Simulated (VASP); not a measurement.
A run of VASP 6.6.1 is set up as follows.

File INCAR:

```
SYSTEM = NaCl
PREC = Accurate
ENCUT = 520
EDIFF = 1E-7
ISMEAR = 0
SIGMA = 0.02
LREAL = .False.
LASPH = .True.
NELM = 60
ALGO = Normal
ISIF = 2
LWAVE = .False.
LCHARG = .True.
GGA = PS
LELF = .True.
LVHAR = .True.
NBANDS = 14
```

Contents of KPOINTS:

```
regular mesh
0
Gamma
  6 6 6
  0 0 0
```

Contents of POSCAR:

```
NaCl
1.0
    3.4471502788      0.0000000000      0.0000000000
    0.0000000000      3.4471502788      0.0000000000
    0.0000000000      0.0000000000      3.4471502788
Na Cl
1 1
Direct
    0.0000000000      0.0000000000      0.0000000000
    0.5000000000      0.5000000000      0.5000000000
```

Potentials or basis: VASP PAW PBE potentials, release 64 (Na_pv, Cl).

Command:

```bash
$ cat potpaw_PBE.64/Na_pv/POTCAR potpaw_PBE.64/Cl/POTCAR > POTCAR
$ mpirun -np 1 vasp_std > vasp.out
```

Question: What does it give for the band gap on the k mesh?

Answer: 3.99 eV, indirect (least direct gap 4.53 eV).

Question: Estimate the pressure.

Answer: 0.0 GPa.

Caveat: the PAW data sets were made with another functional, which shifts forces and pressure a little. As with any semilocal functional, this PBEsol gap is likely too small.
